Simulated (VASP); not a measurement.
# Sn3TeW (P6/mmm) in VASP: relaxation of cell and atoms with PBE

Aim: the relaxation of cell and atoms of Sn3TeW with PBE.

Program: VASP 6.6.1. These are calculated values, not measurements. Logs are shortened: lines on timing, memory, paths and dates and some standing lists are left out, and cuts for length are marked.

**1. The cell of the first run**

It takes space group P6/mmm (No. 191, hexagonal). The conventional cell has a = 6.456 Å, b = 6.456 Å, c = 4.989 Å, α = 90.00°, β = 90.00°, γ = 120.00°. Within 4.2 Å of Sn (site symmetry mmm) lie 4 Sn at 3.23 Å and 2 Te at 3.23 Å and 4 W at 4.08 Å. Within 3.3 Å of Te (site symmetry 6/mmm) lie 2 W at 2.49 Å and 6 Sn at 3.23 Å. W (site symmetry 6/mmm) has 2 Te at 2.49 Å within 3.3 Å.

The cell was generated, and may not be a known phase.

**2. Relaxation of cell and atoms, PBE**

The input, INCAR:

```
SYSTEM = Sn3TeW
PREC     = Accurate       ! precision mode
ENCUT    = 600            ! plane-wave cutoff, eV
EDIFF    = 1E-6           ! SCF threshold, eV
ISMEAR   = 0              ! smearing method
SIGMA    = 0.1            ! smearing width, eV
LREAL    = .False.        ! projectors in reciprocal space
LASPH    = .True.         ! aspherical terms in the spheres
NELM     = 60             ! most SCF steps
ALGO     = Fast           ! electronic algorithm
ISIF     = 3              ! what is computed and relaxed
LWAVE    = .False.        ! write WAVECAR
LCHARG   = .False.        ! write CHGCAR
GGA      = PE             ! functional
IBRION   = 2              ! ionic algorithm
NSW      = 100            ! ionic steps
EDIFFG   = -0.01          ! ionic threshold
```

The input, KPOINTS:

```
regular mesh
0
Gamma
  6 6 8
  0 0 0
```

The input, POSCAR:

```
Sn3TeW
1.0
    6.4561477118      0.0000000000      0.0000000000
   -3.2280738559      5.5911879290      0.0000000000
    0.0000000000      0.0000000000      4.9885773949
Sn Te W
3 1 1
Direct
    0.5000000000      0.0000000000      0.0000000000
    0.0000000000      0.5000000000      0.0000000000
    0.5000000000      0.5000000000      0.0000000000
    0.0000000000      0.0000000000      0.0000000000
    0.0000000000      0.0000000000      0.5000000000
```

Potentials or basis: VASP PAW PBE potentials, release 64 (Sn_d, Te, W_sv).

Run with:

```sh
$ cat potpaw_PBE.64/Sn_d/POTCAR potpaw_PBE.64/Te/POTCAR potpaw_PBE.64/W_sv/POTCAR > POTCAR
$ mpirun -np 1 vasp_std > vasp.out
```

OUTCAR:

```text
SYSTEM = Sn3TeW
   PREC = Accurate
   ENCUT = 600
   EDIFF = 1E-6
   ISMEAR = 0
   LREAL = .False.
   LASPH = .True.
   NELM = 60
   ISIF = 3
   GGA = PE
   IBRION = 2
   NSW = 100
   EDIFFG = -0.01

 ion  position               nearest neighbor table
   1  0.500  0.000  0.000-   2 3.23   3 3.23   3 3.23   2 3.23   4 3.23   4 3.23
   2  0.000  0.500  0.000-   1 3.23   4 3.23   4 3.23   1 3.23   3 3.23   3 3.23
   3  0.500  0.500  0.000-   1 3.23   4 3.23   1 3.23   4 3.23   2 3.23   2 3.23
   4  0.000  0.000  0.000-   5 2.49   5 2.49   2 3.23   3 3.23   2 3.23   3 3.23   1 3.23   1 3.23

   5  0.000  0.000  0.500-   4 2.49   4 2.49

  LATTYP: Found a hexagonal cell.
 ALAT       =     6.4561477118
 C/A-ratio  =     0.7726863786

  Lattice vectors:

 A1 = (   6.4561477118,   0.0000000000,   0.0000000000)
 A2 = (  -3.2280738559,   5.5911879290,   0.0000000000)
 A3 = (   0.0000000000,   0.0000000000,   4.9885773949)

Analysis of symmetry for initial positions (statically):
=====================================================================
 Subroutine PRICEL returns:
 Original cell was already a primitive cell.

 Routine SETGRP: Setting up the symmetry group for a
 hexagonal supercell.

 Subroutine GETGRP returns: Found 24 space group operations
 (whereof 24 operations were pure point group operations)
 out of a pool of 24 trial point group operations.

The static configuration has the point symmetry D_6h.

Analysis of symmetry for dynamics (positions and initial velocities):
=====================================================================
 Subroutine PRICEL returns:
 Original cell was already a primitive cell.

 Routine SETGRP: Setting up the symmetry group for a
 hexagonal supercell.

 Subroutine GETGRP returns: Found 24 space group operations
 (whereof 24 operations were pure point group operations)
 out of a pool of 24 trial point group operations.

The dynamic configuration has the point symmetry D_6h.

 Subroutine INISYM returns: Found 24 space group operations
 (whereof 24 operations are pure point group operations),
 and found     1 'primitive' translations

----------------------------------------------------------------------------------------

                                     Primitive cell

  volume of cell :     180.0753

  direct lattice vectors                    reciprocal lattice vectors
     6.456147712  0.000000000  0.000000000     0.154891128  0.089426434  0.000000000
    -3.228073856  5.591187929  0.000000000     0.000000000  0.178852869  0.000000000
     0.000000000  0.000000000  4.988577395     0.000000000  0.000000000  0.200457950

  length of vectors
     6.456147712  6.456147712  4.988577395     0.178852869  0.178852869  0.200457950

  position of ions in fractional coordinates (direct lattice)
     0.500000000  0.000000000  0.000000000
     0.000000000  0.500000000  0.000000000
     0.500000000  0.500000000  0.000000000
     0.000000000  0.000000000  0.000000000
     0.000000000  0.000000000  0.500000000

  ion indices of the primitive-cell ions
   primitive index   ion index
                 1           1
                 2           2
                 3           3
                 4           4
                 5           5

----------------------------------------------------------------------------------------

 KPOINTS: regular mesh

Automatic generation of k-mesh.
 Grid dimensions read from file:
 generate k-points for:    6    6    8

 Generating k-lattice:

  Cartesian coordinates                     Fractional coordinates (reciprocal lattice)
     0.025815188  0.014904406  0.000000000     0.166666667  0.000000000  0.000000000
     0.000000000  0.029808811  0.000000000     0.000000000  0.166666667  0.000000000
     0.000000000  0.000000000  0.025057244     0.000000000  0.000000000  0.125000000

  Length of vectors
     0.029808811  0.029808811  0.025057244

  Shift w.r.t. Gamma in fractional coordinates (k-lattice)
     0.000000000  0.000000000  0.000000000

 Subroutine IBZKPT returns following result:
 ===========================================

 Found     35 irreducible k-points:

 Following reciprocal coordinates:
            Coordinates               Weight
  0.000000  0.000000  0.000000      1.000000
  0.166667  0.000000  0.000000      6.000000
  0.333333  0.000000  0.000000      6.000000
  0.500000  0.000000  0.000000      3.000000
  0.166667  0.166667  0.000000      6.000000
  0.333333  0.166667  0.000000     12.000000
[... 16 lines left out ...]
  0.166667  0.000000  0.375000     12.000000
  0.333333  0.000000  0.375000     12.000000
 [... further k-points ...]
   k-points           NKPTS =     35   k-points in BZ     NKDIM =     35   number of bands    NBANDS=     37
   number of dos      NEDOS =    301   number of ions     NIONS =      5
   total plane-waves  NPLWV = 116640
   dimension x,y,z NGX =    54 NGY =   54 NGZ =   40
   dimension x,y,z NGXF=   108 NGYF=  108 NGZF=   80
   ions per type =               3   1   1
   NGX,Y,Z   is equivalent  to a cutoff of  13.91, 13.91, 13.33 a.u.
   NGXF,Y,Z  is equivalent  to a cutoff of  27.81, 27.81, 26.66 a.u.
 SYSTEM =  Sn3TeW
   PREC   = accura    normal or accurate (medium, high low for compatibility)
   ISTART =      0    job   : 0-new  1-cont  2-samecut
   ICHARG =      2    charge: 1-file 2-atom 10-const
   ISPIN  =      1    spin polarized calculation?
   LNONCOLLINEAR =      F non collinear calculations
   LSORBIT =      F    spin-orbit coupling
   LASPH  =      T    aspherical Exc in radial PAW
   ENCUT  =  600.0 eV  44.10 Ry    6.64 a.u.  12.89 12.89  9.96*2*pi/ulx,y,z
   NELM   =     60;   NELMIN=  2; NELMDL= -5     # of ELM steps
   EDIFF  = 0.1E-05   stopping-criterion for ELM
   LREAL  =      F    real-space projection
   EDIFFG = -.1E-01   stopping-criterion for IOM
   NSW    =    100    number of steps for IOM
   IBRION =      2    ionic relax: 0-MD 1-quasi-New 2-CG
   NFREE  =      1    steps in history (QN), initial steepest desc. (CG)
   ISIF   =      3    stress and relaxation
   ISYM   =      2    0-nonsym 1-usesym 2-fastsym
   POTIM  = 0.5000    time-step for ionic-motion
   TEBEG  =    0.0;   TEEND  =   0.0 temperature during run
   PSTRESS=    0.0 pullay stress
   NELECT =      62.0000    total number of electrons
   NUPDOWN=      -1.0000    fix difference up-down
   EMIN   =  10.00;   EMAX   =-10.00  energy-range for DOS
   EFERMI =   0.00;   METHOD = LEGACY
   ISMEAR =     0;   SIGMA  =   0.10  broadening in eV -4-tet -1-fermi 0-gaus
   EFERMI_NEDOS =   21; number of points for ismear=-14 and -15
   IALGO  =     68    algorithm
   IMIX   =      4    mixing-type and parameters
     AMIX     =   0.40;   BMIX     =  1.00
     AMIX_MAG =   1.60;   BMIX_MAG =  1.00
  volume/ion in A,a.u.               =      36.02       243.04
  Fermi-wavevector in a.u.,A,eV,Ry     =   1.147415  2.168301 17.912912  1.316562
  Thomas-Fermi vector in A             =   2.284095
   LORBIT       =      0    0 simple, 1 ext, 2 COOP (PROOUT), +10 PAW based schemes
   GGA     = PE    functional components
   LHFCALC =     F    Hartree Fock is set to
   AEXX    =    0.0000 exact exchange contribution
   IVDW    =     0    specifies the selected vdW correction
   LEPSILON=     F    determine dielectric tensor
   LRPA    =     F    only Hartree local field effects (RPA)
 conjugate gradient relaxation of ions
 non-spin polarized calculation
 RMM-DIIS sequential band-by-band and
 Gauss-broadening in eV      SIGMA  =   0.10
  energy-cutoff  :      600.00
  volume of cell :      180.08
 maximum number of plane-waves:      6049
 NGX is ok and might be reduce to    54
   NGX = 25   NGY = 25   NGZ = 19

--------------------------------------- Ionic step        1  -------------------------------------------

 number of electron      62.0000009 magnetization

 Free energy of the ion-electron system (eV)
  ---------------------------------------------------
  ext. energy  EPLUGINS =         0.00000000
  ---------------------------------------------------
  free energy    TOTEN  =       -20.65065597 eV

  energy without entropy =      -20.61678322  energy(sigma->0) =      -20.63371959

------------------------ aborting loop because EDIFF is reached ----------------------------------------

  FORCE on cell =-STRESS in cart. coord.  units (eV):
  Direction    XX          YY          ZZ          XY          YZ          ZX
  --------------------------------------------------------------------------------------
  -------------------------------------------------------------------------------------
  Total        0.0912527      0.0912527     -0.1222465      0.0000000      0.0000000      0.0000000
  in kB        0.8118992      0.8118992     -1.0876588      0.0000000      0.0000000      0.0000000
  external PRESSURE =       0.1787132 kB  Pullay stress =       0.0000000 kB

 VOLUME and BASIS-vectors are now :
 -----------------------------------------------------------------------------
  energy-cutoff  :      600.00
  volume of cell :      180.08
      direct lattice vectors                 reciprocal lattice vectors
     6.456147712  0.000000000  0.000000000     0.154891128  0.089426434  0.000000000
    -3.228073856  5.591187929  0.000000000     0.000000000  0.178852869  0.000000000
     0.000000000  0.000000000  4.988577395     0.000000000  0.000000000  0.200457950
[... 118 lines left out ...]
 POSITION                                       TOTAL-FORCE (eV/Angst)
 -----------------------------------------------------------------------------------
      3.23142     -0.00000      0.00000        -0.000000      0.000000      0.000000
     -1.61571      2.79849      0.00000         0.000000     -0.000000      0.000000
      1.61571      2.79849      0.00000         0.000000      0.000000      0.000000
      6.46284     -0.00000      0.00000        -0.000000     -0.000000      0.000000
      6.46284      0.00000      2.49303        -0.000000      0.000000      0.000000
 -----------------------------------------------------------------------------------
    total drift:                                0.000000     -0.000000      0.000000

  FREE ENERGIE OF THE ION-ELECTRON SYSTEM (eV)
  ---------------------------------------------------
  free  energy   TOTEN  =       -20.6507636790 eV

  energy  without entropy=      -20.6170830333  energy(sigma->0) =      -20.63392336

--------------------------------------- Ionic step        5  -------------------------------------------

 number of electron      62.0000008 magnetization

 Free energy of the ion-electron system (eV)
  ---------------------------------------------------
  ext. energy  EPLUGINS =         0.00000000
  ---------------------------------------------------
  free energy    TOTEN  =       -20.65076824 eV

  energy without entropy =      -20.61707082  energy(sigma->0) =      -20.63391953

 E-fermi :   4.6328     XC(G=0):  -8.8310

 val. band max:        4.6094576032   @ k =   0.3333   0.1667   0.5000
 cond. band min:       4.6718860089   @ k =   0.5000   0.0000   0.2500
 fundamental gap:      0.0624284057
 Fermi energy:         4.6328153889

 k-point     1 :       0.0000    0.0000    0.0000
  band No.  band energies     occupation
      1     -69.3903      2.00000
      2     -33.6783      2.00000
      3     -33.6018      2.00000
      4     -33.6018      2.00000
      5     -17.0090      2.00000
      6     -17.0067      2.00000
[... 949 lines left out ...]
     36       6.2603      0.00000
     37       6.3311      0.00000

 [... further k-points ...]
[... 5 lines left out ...]
  --------------------------------------------------------------------------------------
  -------------------------------------------------------------------------------------
  Total       -0.0014199     -0.0014199      0.0040006      0.0000000     -0.0000000      0.0000000
  in kB       -0.0126194     -0.0126194      0.0355553      0.0000000     -0.0000000      0.0000000
  external PRESSURE =       0.0034388 kB  Pullay stress =       0.0000000 kB

 VOLUME and BASIS-vectors are now :
 -----------------------------------------------------------------------------
  energy-cutoff  :      600.00
  volume of cell :      180.27
      direct lattice vectors                 reciprocal lattice vectors
     6.461681294 -0.000000000  0.000000000     0.154758484  0.089349852 -0.000000000
    -3.230840647  5.595980151  0.000000000     0.000000000  0.178699705 -0.000000000
     0.000000000  0.000000000  4.985469390    -0.000000000 -0.000000000  0.200582918

 POSITION                                       TOTAL-FORCE (eV/Angst)
 -----------------------------------------------------------------------------------
      3.23084     -0.00000      0.00000        -0.000000     -0.000000      0.000000
     -1.61542      2.79799      0.00000         0.000000     -0.000000      0.000000
      1.61542      2.79799      4.98547        -0.000000      0.000000      0.000000
     -0.00000      0.00000      4.98547        -0.000000     -0.000000      0.000000
     -0.00000      0.00000      2.49273        -0.000000      0.000000      0.000000
 -----------------------------------------------------------------------------------
    total drift:                                0.000000     -0.000000      0.000000

  FREE ENERGIE OF THE ION-ELECTRON SYSTEM (eV)
  ---------------------------------------------------
  free  energy   TOTEN  =       -20.6507682446 eV

  energy  without entropy=      -20.6170708195  energy(sigma->0) =      -20.63391953

 reached required accuracy - stopping structural energy minimisation
```

Wall time 31 min (1 thread of Oxide Virtual Turin-like, shared host); peak memory 0.5 GiB.

What came out:

* Free energy: -20.6508 eV
* Relaxed volume: 36.05 Å³/atom
* Relaxed cell: a = 6.462 Å, b = 6.462 Å, c = 4.985 Å, α = 90.00°, β = 90.00°, γ = 120.00°
* Space group after relaxing (to 0.1 Å): P6/mmm (No. 191)
* Energy gained by relaxing: 0.0 meV/atom
* Ionic steps: 5
* Pressure after relaxing: 0.0 GPa
* Band gap on the k mesh: zero (bands 31 and 32 overlap by 0.56 eV)

Step by step:
```tsv
step	energy change (eV)	largest force (eV/Å)	pressure (GPa)	volume (Å³)
1	0.0000	0.0000	0.02	180.08
2	-0.0001	0.0000	0.03	180.18
3	-0.0001	0.0000	0.04	180.15
4	-0.0001	0.0000	-0.05	180.36
5	-0.0001	0.0000	0.00	180.27
```

Final structure:
```yaml
crystal:
  lattice:
    - [6.46168, 0.00000, 0.00000]
    - [-3.23084, 5.59598, 0.00000]
    - [0.00000, 0.00000, 4.98547]
  atoms:
    - { symbol: Sn, position: [0.50000, 0.00000, 0.00000] }
    - { symbol: Sn, position: [0.00000, 0.50000, 0.00000] }
    - { symbol: Sn, position: [0.50000, 0.50000, 0.00000] }
    - { symbol: Te, position: [0.00000, 0.00000, 0.00000] }
    - { symbol: W, position: [0.00000, 0.00000, 0.50000] }
```

Levels at points of the mesh, in eV from the Fermi level:
```csv
k point,band 29,band 30,band 31,band 32,band 33,band 34
"(0.00, 0.00, 0.00)",-0.78,-0.58,0.27,0.33,0.33,1.71
"(0.50, 0.00, 0.00)",-0.90,-0.64,-0.09,0.20,1.09,1.26
"(0.00, 0.00, 0.50)",-0.44,-0.44,0.48,0.48,1.29,2.08
"(0.50, 0.00, 0.50)",-1.52,-0.20,0.15,0.24,0.37,1.12
```

Caveat: spin-orbit coupling is left out, which moves the levels of the heavy elements.

The gap in the log of VASP goes by the Fermi energy; the results here count the filled bands.